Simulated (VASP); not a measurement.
SiC:

```xyz
2
Lattice="0.0000 2.1770 2.1770 2.1770 0.0000 2.1770 2.1770 2.1770 0.0000" Properties=species:S:1:pos:R:3 pbc="T T T"
Si    1.0885    1.0885    1.0885
C     0.0000    0.0000    0.0000
```

Base run:

| Property | Result |
| --- | --- |
| Program | VASP 6.6.1 |
| Functional | PBE |
| Potentials or basis | VASP PAW PBE potentials, release 64 (Si, C) |
| Cutoff | 600 eV |
| k mesh | 9 × 9 × 9 |
| Occupations | gaussian, width 0.01 eV |
| Spin | no spin polarisation |

Its results: band gap on the k mesh 1.50 eV, indirect (least direct gap 4.62 eV); pressure 3.7 GPa.

Problem. The run is repeated on the same cell with these changes: functional from PBE to LDA; potentials or basis from VASP PAW PBE potentials, release 64 (Si, C) to VASP PAW LDA potentials, release 64 (Si, C). What comes out?

Solution. Band gap on the k mesh 1.45 eV, indirect (least direct gap 4.58 eV); pressure -3.6 GPa.

A k mesh can miss the band edges.
